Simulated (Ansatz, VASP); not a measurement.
## Two plane-wave programs on BaTi2Cr2

The input INCAR:

```
SYSTEM = BaTi2Cr2
  PREC = Accurate
  ENCUT = 520
  EDIFF = 1E-7
  ISMEAR = -1
  SIGMA = 0.1
  LREAL = .False.
  LASPH = .True.
  NELM = 100
  ALGO = Normal
  ISIF = 2
  LWAVE = .False.
  LCHARG = .False.
  GGA = CA
  NBANDS = 37
```

File KPOINTS:

```
regular mesh
0
Gamma
  5 5 5
  0 0 0
```

File POSCAR:

```
BaTi2Cr2
1.0
    0.0000000000      3.9570900400      0.0000000000
    3.9570900400      0.0000000000      0.0000000000
    1.9785450200      1.9785450200     -6.4012327700
Ba Ti Cr
1 2 2
Direct
    0.0000000000      0.0000000000      0.0000000000
    0.3570000000      0.3570000000      0.2860000000
    0.6430000000      0.6430000000      0.7140000000
    0.7500000000      0.2500000000      0.5000000000
    0.2500000000      0.7500000000      0.5000000000
```

Input for Ansatz:

```yaml
crystal:
  lattice:
    - [0.0, 3.95709004, 0.0]
    - [3.95709004, 0.0, 0.0]
    - [1.97854502, 1.97854502, -6.40123277]
  atoms:
    - { symbol: Ba, position: [0.0, 0.0, 0.0] }
    - { symbol: Ti, position: [0.357, 0.357, 0.286] }
    - { symbol: Ti, position: [0.643, 0.643, 0.714] }
    - { symbol: Cr, position: [0.75, 0.25, 0.5] }
    - { symbol: Cr, position: [0.25, 0.75, 0.5] }
  symmetry: { tolerance: 0.0003 }
kpoints:
  mp_grid: { grid: [5, 5, 5], shift: [0, 0, 0] }
magnetization:
  spin_polarized: false
scf:
  occupations: { method: fermi_dirac }
hamiltonian:
  pseudopotentials: { kind: paw }
  xc: lda
basis:
  ecutwfc: 420
output:
  forces: true
  stress: true
  eigenvalues: true
```

Alike in both runs: task single point; functional LDA; k mesh 5 × 5 × 5; no spin polarisation.

|  | VASP | Ansatz |
| --- | --- | --- |
| version | VASP 6.6.1 | Ansatz 0.2.0 |
| potentials or method | VASP PAW LDA potentials, release 64 (Ba_sv, Ti_sv, Cr_pv), cutoff 520 eV | PAW plane waves |
| occupations | fermi-dirac, width 0.1 eV | fermi-dirac |
| valence electrons in the cell | 58 | 62 |

Ansatz gave:

| Quantity | Value |
| --- | --- |
| gap on the k mesh at the Fermi level (eV) | none |
| pressure (GPa) | -3.0 |
| traceless stress, the component that is largest in VASP (GPa) | 1.73 |
| rms of the force components (eV/Å) | 0.012 |

Q: What did VASP give for the same quantities?

A: gap on the k mesh at the Fermi level (eV): none; pressure (GPa): -2.5; traceless stress, the component that is largest in VASP (GPa): 1.77; rms of the force components (eV/Å): 0.000.

LDA's correlation is that of Perdew and Zunger in VASP and of Perdew and Wang (1992) in Ansatz. Atom by atom the forces differ by 0.011 eV/Å (rms over components). A gap of «none» marks a metal or a gap that the smearing closes. VASP's potentials hold 58 valence electrons a cell and Ansatz's 62, so a difference there can come from the potentials and not from the codes.

Spin-orbit coupling is off throughout.
